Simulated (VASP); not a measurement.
A run of VASP 6.6.1:

The input POSCAR:

```
MgS
1.0
    0.0000000000      2.6015179370      2.7178057888
    2.6015179370      0.0000000000      2.7178057888
    2.6015179370      2.6015179370      0.0000000000
Mg S
1 1
Direct
    0.0000000000      0.0000000000      0.0000000000
    0.5000000000      0.5000000000      0.5000000000
```

INCAR.step1

```
SYSTEM = MgS
ALGO = Normal
EDIFF = 1E-5
ENCUT = 520
GGA = PE
ISIF = 2
ISMEAR = 0
LASPH = .TRUE.
LCHARG = .FALSE.
LREAL = .FALSE.
LWAVE = .TRUE.
NBANDS = 11
NELM = 100
PREC = Accurate
SIGMA = 0.01
```

INCAR.step2

```
SYSTEM = MgS
ALGO = Normal
EDIFF = 1E-6
ENCUT = 520
GGA = PE
HFSCREEN = 0.2079
ISIF = 2
ISMEAR = 0
ISTART = 1
LASPH = .TRUE.
LCHARG = .FALSE.
LHFCALC = .TRUE.
LREAL = .FALSE.
LWAVE = .FALSE.
NBANDS = 11
NELM = 100
PREC = Accurate
PRECFOCK = Normal
SIGMA = 0.01
```

KPOINTS

```
k-points
0
G
  6 6 6
  0 0 0
```

Potentials or basis: VASP PAW PBE potentials, release 64 (Mg, S).

Command:

```console
$ cat potpaw_PBE.64/Mg/POTCAR potpaw_PBE.64/S/POTCAR > POTCAR
$ cp INCAR.step1 INCAR
$ mpirun -np 1 vasp_std > vasp.out
$ cp INCAR.step2 INCAR
$ mpirun -np 1 vasp_std > vasp.out
```

Hardware: 1 thread of Intel(R) Xeon(R) Platinum 8488C (Sapphire Rapids), with other jobs on the host.

Q: How long does it take, and how much memory?

A: Run time: 16 min on 1 thread of Intel(R) Xeon(R) Platinum 8488C (Sapphire Rapids), with other jobs on the host, peak memory 0.27 GiB. Counts: k points 30.
